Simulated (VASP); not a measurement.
Here is a VASP 6.6.1 calculation.

Contents of INCAR:

```
SYSTEM = AlN
  PREC = Accurate
  ENCUT = 600
  EDIFF = 1E-8
  ISMEAR = 0
  SIGMA = 0.01
  LREAL = .FALSE.
  LASPH = .TRUE.
  NELM = 120
  ALGO = Normal
  ISIF = 2
  LWAVE = .FALSE.
  LCHARG = .TRUE.
  NBANDS = 11
  IBRION = 8
  NSW = 1
  LEPSILON = .TRUE.
  GGA_COMPAT = .FALSE.
```

Contents of KPOINTS:

```
regular mesh
0
G
  10 10 10
  0 0 0
```

File POSCAR:

```
AlN
1.0
    0.0000000000      2.0054623709      2.0054623709
    2.0054623709      0.0000000000      2.0054623709
    2.0054623709      2.0054623709      0.0000000000
Al N
1 1
Direct
    0.5000000000      0.5000000000      0.5000000000
    0.0000000000      0.0000000000      0.0000000000
```

Potentials or basis: VASP PAW LDA potentials, release 64 (Al, N).

Launch:

```sh
$ cat potpaw_LDA.64/Al/POTCAR potpaw_LDA.64/N/POTCAR > POTCAR
$ mpirun -np 1 vasp_std > vasp.out
```

(1) Estimate the electronic dielectric tensor (diagonal).

(2) Predict the Born charges (mean of the diagonal).

(3) Estimate the highest phonon frequency at Γ, LO-TO splitting left out.

## Answers

(1) 5.03.

(2) Al +2.94; N -2.94 e.

(3) 485 cm⁻¹.
